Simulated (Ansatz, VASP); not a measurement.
## AlSi23HO48: VASP beside Ansatz

```
Si O Al H
1.0
     9.83160    0.00000    0.00000
    -4.91580    8.51441    0.00000
     0.00000    0.00000   10.81820
Si O Al H
23 48 1 1
Direct
  0.27079 0.00015 0.16023
  0.00311 0.27388 0.33726
  0.22577 0.23272 0.00106
  0.26626 0.99635 0.66158
  0.99733 0.26954 0.83715
  0.23246 0.22407 0.49660
  0.26838 0.50202 0.16888
  0.00460 0.77041 0.33325
  0.23075 0.72808 0.99527
  0.99830 0.76606 0.83163
  0.23774 0.73554 0.49726
  0.76902 0.00998 0.16579
  0.49877 0.26303 0.32820
  0.72711 0.23496 0.99833
  0.76994 0.00285 0.66561
  0.48972 0.26907 0.82993
  0.73085 0.23360 0.50056
  0.76876 0.50191 0.16919
  0.50087 0.77287 0.33079
  0.74444 0.74466 0.00645
  0.75748 0.50063 0.66414
  0.50876 0.77017 0.84005
  0.73678 0.74008 0.49528
  0.06700 0.20146 0.44238
  0.29337 0.36357 0.11091
  0.14244 0.43808 0.28162
  0.20473 0.06878 0.05358
  0.35637 0.28341 0.38113
  0.43744 0.13642 0.21519
  0.05727 0.20094 0.95008
  0.30109 0.34612 0.60882
  0.13444 0.43353 0.78725
  0.20073 0.05380 0.54667
  0.35299 0.29618 0.88785
  0.42709 0.13776 0.72148
  0.07156 0.71361 0.44681
  0.30131 0.86718 0.09818
  0.14159 0.93030 0.27060
  0.20289 0.56748 0.05903
  0.36420 0.80360 0.38312
  0.43535 0.64070 0.22163
  0.06615 0.70237 0.94070
  0.30415 0.86412 0.61004
  0.13527 0.92727 0.77156
  0.21527 0.57371 0.54738
  0.35596 0.77876 0.88022
  0.45522 0.62068 0.73690
  0.56746 0.20103 0.43809
  0.79211 0.36397 0.10917
  0.63540 0.43190 0.27653
  0.69824 0.06889 0.05457
  0.86991 0.30558 0.39763
  0.93027 0.15143 0.22209
  0.56573 0.21551 0.93992
  0.77804 0.35689 0.61509
  0.61637 0.44059 0.76892
  0.70681 0.06948 0.55560
  0.85424 0.29268 0.88760
  0.93113 0.13755 0.72655
  0.57139 0.71435 0.44206
  0.80850 0.87856 0.11256
  0.63890 0.93752 0.27499
  0.71264 0.57825 0.06095
  0.86704 0.80139 0.38565
  0.93444 0.63426 0.22733
  0.57715 0.71789 0.95441
  0.79784 0.86549 0.60931
  0.63403 0.92975 0.77281
  0.70533 0.57295 0.55080
  0.86631 0.80038 0.89095
  0.92055 0.63170 0.72558
  0.26001 0.48562 0.66354
  0.53127 0.54181 0.75260
```

Alike in both runs: task single point; functional PBE; k mesh 1 × 1 × 1; occupations gaussian, width 0.02 eV; no spin polarisation.

|  | VASP | Ansatz |
| --- | --- | --- |
| version | VASP 6.6.1 | Ansatz 0.2.0 |
| potentials or method | VASP PAW PBE potentials, release 64 (Si, O, Al, H) | scalar-relativistic, plane waves, PAW |
| plane-wave cutoff (eV) | 520 | 420 |
| valence electrons in the cell | 384 | 384 |

Ansatz gave:

* gap on the k mesh at the Fermi level (eV): 5.12
* least direct gap on the mesh (eV): 5.12

Problem. Which values does VASP return?

Solution. gap on the k mesh at the Fermi level (eV): 5.11; least direct gap on the mesh (eV): 5.11.
